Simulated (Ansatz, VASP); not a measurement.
## As: VASP beside Ansatz

The input INCAR:

```
SYSTEM = As
PREC = Accurate
ENCUT = 600
EDIFF = 1E-6
ISMEAR = 0
SIGMA = 0.027000000000000003
LREAL = .FALSE.
LASPH = .TRUE.
NELM = 120
ALGO = Normal
ISIF = 2
LWAVE = .FALSE.
LCHARG = .TRUE.
GGA = PE
LELF = .TRUE.
LVHAR = .TRUE.
NBANDS = 22
GGA_COMPAT = .FALSE.
```

The input KPOINTS:

```
Automatic mesh
0
G
  9 9 9
  0 0 0
```

Contents of POSCAR:

```
As
1.0
    1.8807968987      1.0858785957      3.5140619945
   -1.8807968987      1.0858785957      3.5140619945
    0.0000000000     -2.1717571915      3.5140619945
As
2
Direct
    0.2260000000      0.2260000000      0.2260000000
    0.7740000000      0.7740000000      0.7740000000
```

Contents of input.yaml:

```yaml
crystal:
  lattice:
    - [1.8807968987, 1.0858785957, 3.5140619945]
    - [-1.8807968987, 1.0858785957, 3.5140619945]
    - [0.0, -2.1717571915, 3.5140619945]
  atoms:
    - { symbol: As, position: [0.226, 0.226, 0.226] }
    - { symbol: As, position: [0.774, 0.774, 0.774] }
hamiltonian:
  xc: pbe
  pseudopotentials: { kind: paw }
kpoints:
  mp_grid: { grid: [9, 9, 9] }
scf:
  occupations: { method: gaussian, width: 0.027 }
output:
  forces: true
  stress: true
  eigenvalues: true
  write_density: true
  write_potential: true
  elf: true
  volumetric_format: npy
```

Alike in both runs: task single point; functional PBE; k mesh 9 × 9 × 9; occupations gaussian, width 0.027 eV; no spin polarisation.

|  | VASP | Ansatz |
| --- | --- | --- |
| version | VASP 6.6.1 | Ansatz 0.2.0 |
| potentials or method | VASP PAW PBE potentials, release 64 (As_d) | Ansatz PAW |
| plane-wave cutoff (eV) | 600 | 420 |
| valence electrons in the cell | 30 | 30 |

```tsv
	VASP	Ansatz	Ansatz less VASP
gap on the k mesh at the Fermi level (eV)	none	none	-
pressure (GPa)	3.8	3.7	-0.02
traceless stress, the component that is largest in VASP (GPa)	-0.32	-0.30	+0.014
rms of the force components (eV/Å)	0.257	0.249	-0.0084
```

Atom by atom the forces differ by 0.008 eV/Å (rms over components). A gap of «none» marks a metal or a gap that the smearing closes. The functional is the same, so the differences come from potentials, cutoffs and numerics.
